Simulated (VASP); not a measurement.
Input of a VASP 6.6.1 run:

File POSCAR:

```
AgCl
1.0
    3.4064539236      0.0000000000      0.0000000000
    0.0000000000      3.4064539236      0.0000000000
    0.0000000000      0.0000000000      3.3859262507
Ag Cl
1 1
Direct
    0.0000000000      0.0000000000      0.0000000000
    0.5000000000      0.5000000000      0.5000000000
```

File INCAR.step1:

```
PREC = Accurate ; ENCUT = 520
EDIFF = 1E-5 ; ISMEAR = 0
SIGMA = 0.01 ; LREAL = F
LASPH = T ; NELM = 80
ALGO = Normal ; ISIF = 2
LWAVE = T ; LCHARG = F
GGA = PE ; NBANDS = 16
KPAR = 4
```

The input INCAR.step2:

```
PREC = Accurate ; ENCUT = 520
EDIFF = 1E-6 ; ISMEAR = 0
SIGMA = 0.01 ; LREAL = F
LASPH = T ; NELM = 80
ALGO = Normal ; ISIF = 2
LWAVE = F ; LCHARG = F
GGA = PE ; LHFCALC = T
HFSCREEN = 0.2079 ; PRECFOCK = Normal
ISTART = 1 ; NBANDS = 16
KPAR = 4
```

File KPOINTS:

```
Automatic mesh
0
Gamma
  6 6 6
```

Potentials or basis: VASP PAW PBE potentials, release 64 (Ag, Cl).

Run with:

```sh
$ cat potpaw_PBE.64/Ag/POTCAR potpaw_PBE.64/Cl/POTCAR > POTCAR
$ cp INCAR.step1 INCAR
$ mpirun -np 4 vasp_std > vasp.out
$ cp INCAR.step2 INCAR
$ mpirun -np 4 vasp_std > vasp.out
```

Q: Estimate the band gap on the k mesh.

A: 1.99 eV (least direct gap 3.51 eV).

Q: Predict the pressure.

A: 0.9 GPa.

Stress tensor (GPa, compression positive):
```
0.78 0.00 0.00
0.00 0.78 0.00
0.00 0.00 1.15
```

Caveat: the cell differs from its parent crystal (epitaxial xy strain +0.3%); the structure was generated, so it needn't be the stable form of AgCl; the PAW data sets were made with another functional, which shifts forces and pressure a little. A k mesh can miss the band edges.
